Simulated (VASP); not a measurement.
# Y (P6/mmm) in VASP: notebook, part 2 of 2

VASP 6.6.1. The steps go on from the part before.

## (3) Single point, PBEsol

This run uses another cell than the first one, of 30.93 Å³/atom, 0.962 times its volume.

INCAR reads:

```
ALGO = Normal
EDIFF = 1E-6
ENCUT = 520
GGA = PS
ISIF = 2
ISMEAR = -1
LASPH = True
LCHARG = False
LREAL = False
LWAVE = False
NBANDS = 24
NELM = 100
PREC = Accurate
SIGMA = 0.1
```

KPOINTS reads:

```
k-points
0
Gamma
  9 9 12
```

POSCAR reads:

```
Y
1.0
    5.5574586536      0.0000000000      0.0000000000
   -2.7787293268      4.8129003745      0.0000000000
    0.0000000000      0.0000000000      3.4692240160
Y
3
Direct
    0.0000000000      0.0000000000      0.0000000000
    0.3333333333      0.6666666667      0.5000000000
    0.6666666667      0.3333333333      0.5000000000
```

Potentials or basis: VASP PAW PBE potentials, release 64 (Y_sv).

Launch:

```
> cat potpaw_PBE.64/Y_sv/POTCAR > POTCAR
> mpirun -np 1 vasp_std > vasp.out
```

OUTCAR:

```text
EDIFF = 1E-6
   ENCUT = 520
   GGA = PS
   ISIF = 2
   ISMEAR = -1
   LASPH = True
   LREAL = False
   NELM = 100
   PREC = Accurate

 ion  position               nearest neighbor table
   1  0.000  0.000  0.000-   2 3.65   3 3.65   2 3.65   3 3.65   3 3.65   3 3.65   2 3.65   2 3.65
                             3 3.65   3 3.65   2 3.65   2 3.65
   2  0.333  0.667  0.500-   3 3.21   3 3.21   3 3.21   1 3.65   1 3.65   1 3.65   1 3.65   1 3.65
                             1 3.65
   3  0.667  0.333  0.500-   2 3.21   2 3.21   2 3.21   1 3.65   1 3.65   1 3.65   1 3.65   1 3.65
                             1 3.65

  LATTYP: Found a hexagonal cell.
 ALAT       =     5.5574586536
 C/A-ratio  =     0.6242464825

  Lattice vectors:

 A1 = (   5.5574586536,   0.0000000000,   0.0000000000)
 A2 = (  -2.7787293268,   4.8129003745,   0.0000000000)
 A3 = (   0.0000000000,   0.0000000000,   3.4692240160)

Analysis of symmetry for initial positions (statically):
=====================================================================
 Subroutine PRICEL returns:
 Original cell was already a primitive cell.

[... 165 lines left out ...]
  ext. energy  EPLUGINS =         0.00000000
  ---------------------------------------------------
  free energy    TOTEN  =       -20.37565298 eV

  energy without entropy =      -20.19484094  energy(sigma->0) =      -20.28524696

 E-fermi :   3.1275     XC(G=0):  -9.7671

 val. band max:        3.1275015199   @ k =   0.2222  -0.0000   0.0000
 cond. band min:       3.1298873519   @ k =   0.2222   0.2222   0.3333
 fundamental gap:      0.0023858320
 Fermi energy:         3.1275474213

 k-point     1 :       0.0000    0.0000    0.0000
  band No.  band energies     occupation
      1     -39.3335      2.00000
      2     -39.1997      2.00000
      3     -39.1978      2.00000
      4     -19.5925      2.00000
      5     -19.5925      2.00000
      6     -19.3531      2.00000
[... 637 lines left out ...]
     23       5.5522      0.00000
     24       5.9180      0.00000

 [... further k-points ...]
[... 5 lines left out ...]
  --------------------------------------------------------------------------------------
  -------------------------------------------------------------------------------------
  Total       -0.0584442     -0.0584442     -0.0663993     -0.0000000      0.0000000      0.0000000
  in kB       -1.0091053     -1.0091053     -1.1464585     -0.0000000      0.0000000      0.0000000
  external PRESSURE =      -1.0548897 kB  Pullay stress =       0.0000000 kB

 VOLUME and BASIS-vectors are now :
 -----------------------------------------------------------------------------
  energy-cutoff  :      520.00
  volume of cell :       92.79
      direct lattice vectors                 reciprocal lattice vectors
     5.557458654  0.000000000  0.000000000     0.179938361  0.103887461  0.000000000
    -2.778729327  4.812900374  0.000000000     0.000000000  0.207774922  0.000000000
     0.000000000  0.000000000  3.469224016     0.000000000  0.000000000  0.288248898

 POSITION                                       TOTAL-FORCE (eV/Angst)
 -----------------------------------------------------------------------------------
      0.00000      0.00000      0.00000         0.000000     -0.000000     -0.000000
     -0.00000      3.20860      1.73461         0.000000     -0.000000      0.000000
      2.77873      1.60430      1.73461        -0.000000      0.000000     -0.000000
 -----------------------------------------------------------------------------------
    total drift:                               -0.000000      0.000000     -0.000000

  FREE ENERGIE OF THE ION-ELECTRON SYSTEM (eV)
  ---------------------------------------------------
  free  energy   TOTEN  =       -20.3756529850 eV

  energy  without entropy=      -20.1948409404  energy(sigma->0) =      -20.28524696
```

OSZICAR:

```text
N       E                     dE             d eps       ncg     rms          rms(c)
DAV:   1     0.147195520095E+03    0.14720E+03   -0.16202E+04  4032   0.130E+03
DAV:   2    -0.728309144925E+01   -0.15448E+03   -0.14841E+03  4816   0.299E+02
DAV:   3    -0.205646341135E+02   -0.13282E+02   -0.12860E+02  7536   0.484E+01
DAV:   4    -0.210454496224E+02   -0.48082E+00   -0.47988E+00  5200   0.985E+00
DAV:   5    -0.210581768924E+02   -0.12727E-01   -0.12726E-01  6040   0.140E+00    0.418E+01
DAV:   6    -0.204937479424E+02    0.56443E+00   -0.69085E-01  4192   0.460E+00    0.254E+01
DAV:   7    -0.203882213331E+02    0.10553E+00   -0.12529E+00  5304   0.567E+00    0.224E+00
DAV:   8    -0.203761970180E+02    0.12024E-01   -0.19747E-01  5136   0.219E+00    0.919E-01
DAV:   9    -0.203755632117E+02    0.63381E-03   -0.69598E-03  6176   0.544E-01    0.305E-01
DAV:  10    -0.203756798637E+02   -0.11665E-03   -0.22435E-03  5144   0.340E-01    0.758E-02
DAV:  11    -0.203756521711E+02    0.27693E-04   -0.23242E-04  5496   0.898E-02    0.194E-02
DAV:  12    -0.203756529850E+02   -0.81388E-06   -0.84312E-06  5440   0.202E-02
   1 F= -.20375653E+02 E0= -.20285247E+02  d E =-.180812E+00
```

stdout:

```text
POSCAR found type information on POSCAR Y
 POSCAR found :  1 types and       3 ions
 scaLAPACK will be used
 -----------------------------------------------------------------------------
|                                                                             |
|                                                                             |
|     You enforced a specific xc type in the INCAR file but a different       |
|     I HOPE YOU KNOW WHAT YOU ARE DOING!                                     |
|                                                                             |
 -----------------------------------------------------------------------------

 LDA part: xc-table for (Slater+PW92), standard interpolation
 POSCAR, INCAR and KPOINTS ok, starting setup
 FFT: planning ... GRIDC
 FFT: planning ... GRID_SOFT
 FFT: planning ... GRID
 WAVECAR not read
 entering main loop
```

Run time: 2 min. Hardware: 1 thread of AMD EPYC 7R13 (Zen 3), shared host; peak memory 0.29 GiB.

What came out:

```
Free energy : -20.3757 eV
Pressure    : -0.1 GPa
```

Levels at points of the mesh, in eV from the Fermi level:
| k point | band 13 | band 14 | band 15 | band 16 | band 17 | band 18 | band 19 | band 20 | band 21 | band 22 |
| --- | --- | --- | --- | --- | --- | --- | --- | --- | --- | --- |
| (0.00, 0.00, 0.00) | -4.72 | -1.11 | 0.11 | 0.11 | 0.16 | 0.16 | 0.46 | 1.77 | 2.47 | 2.47 |
| (0.00, 0.00, 0.50) | -1.72 | -1.18 | -1.18 | -1.05 | -0.71 | -0.71 | 1.78 | 1.78 | 2.22 | 2.22 |

Caveat: the PAW data sets were made with another functional, which shifts forces and pressure a little.
